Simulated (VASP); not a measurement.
A run of VASP 6.6.1:

INCAR

```
PREC = Accurate
ENCUT = 520
EDIFF = 1E-7
ISMEAR = 0
SIGMA = 0.2
LREAL = F
LASPH = T
NELM = 60
ALGO = Normal
ISIF = 2
LWAVE = F
LCHARG = F
GGA = PE
NBANDS = 88
```

Contents of KPOINTS:

```
regular mesh
0
Gamma
  5 5 2
```

POSCAR

```
HfTi2Ge3
1.0
    1.8513471610     -4.9083970909      0.0000000000
    1.8513471610      4.9083970909      0.0000000000
    0.0000000000      0.0000000000     11.2396250863
Hf Ti Ge
2 4 6
Direct
    0.1450260540      0.8549739460      0.2500000000
    0.8549739460      0.1450260540      0.7500000000
    0.1365211295      0.8634788705      0.9141197542
    0.8634788705      0.1365211295      0.0858802458
    0.8634788705      0.1365211295      0.4141197542
    0.1365211295      0.8634788705      0.5858802458
    0.5986636198      0.4013363802      0.4230528101
    0.4013363802      0.5986636198      0.5769471899
    0.4013363802      0.5986636198      0.9230528101
    0.5986636198      0.4013363802      0.0769471899
    0.4154736117      0.5845263883      0.2500000000
    0.5845263883      0.4154736117      0.7500000000
```

Potentials or basis: VASP PAW PBE potentials, release 64 (Hf_pv, Ti_sv, Ge_d).

The run is started by

```bash
$ cat potpaw_PBE.64/Hf_pv/POTCAR potpaw_PBE.64/Ti_sv/POTCAR potpaw_PBE.64/Ge_d/POTCAR > POTCAR
$ mpirun -np 1 vasp_std > vasp.out
```

Hardware: 1 thread of AMD EPYC 9R45 96-Core Processor (Zen 5), on a shared host.

Estimate the wall time of this run.

Run time: 6.5 min on 1 thread of AMD EPYC 9R45 96-Core Processor (Zen 5) (shared host), peak memory 0.49 GiB. Counts: scf iterations 21, k points 18.
